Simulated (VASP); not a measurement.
Set up this calculation in VASP 6.6.1, as the native input.

* Task: single point
* Functional: PBE
* Potentials or basis: VASP PAW PBE potentials, release 64 (V_sv)
* Cutoff: 520 eV
* k mesh: 12 × 12 × 12
* Occupations: gaussian, width 0.014 eV
* Spin: collinear spin, ferromagnetic start
* Starting moments: [2.0] μB
* Dipole correction: no
* Further INCAR settings: ALGO = Fast; EDIFF = 1e-06; NBANDS = 16

The structure of V lies in POSCAR:

```
V
1.0
   -1.5143500000      1.5143500000      1.5143500000
    1.5143500000     -1.5143500000      1.5143500000
    1.5143500000      1.5143500000     -1.5143500000
V
1
Direct
    0.0000000000      0.0000000000      0.0000000000
```

One way to write it, as run:

INCAR

```
SYSTEM = V
ALGO = Fast
EDIFF = 1E-6
ENCUT = 520
GGA = PE
ISIF = 2
ISMEAR = 0
ISPIN = 2
LASPH = .TRUE.
LCHARG = .TRUE.
LELF = .TRUE.
LMAXMIX = 4
LORBIT = 11
LREAL = .FALSE.
LVHAR = .TRUE.
LWAVE = .FALSE.
MAGMOM = 2
NBANDS = 16
NELM = 150
PREC = Accurate
SIGMA = 0.014
```

KPOINTS

```
k-points
0
G
  12 12 12
  0 0 0
```

Potentials or basis: VASP PAW PBE potentials, release 64 (V_sv).

Run with:

```console
$ cat potpaw_PBE.64/V_sv/POTCAR > POTCAR
$ mpirun -np 1 vasp_std > vasp.out
```

Results of the run:

The pressure is -5.0 GPa. The net moment is 0.12 μB per cell and the site moments are V +0.11 μB. The valence electrons inside the program's atomic spheres are V 11.60.

Run time: 33 s on 1 thread of Intel(R) Xeon(R) Platinum 8488C (Sapphire Rapids) (shared host), peak memory 0.14 GiB.
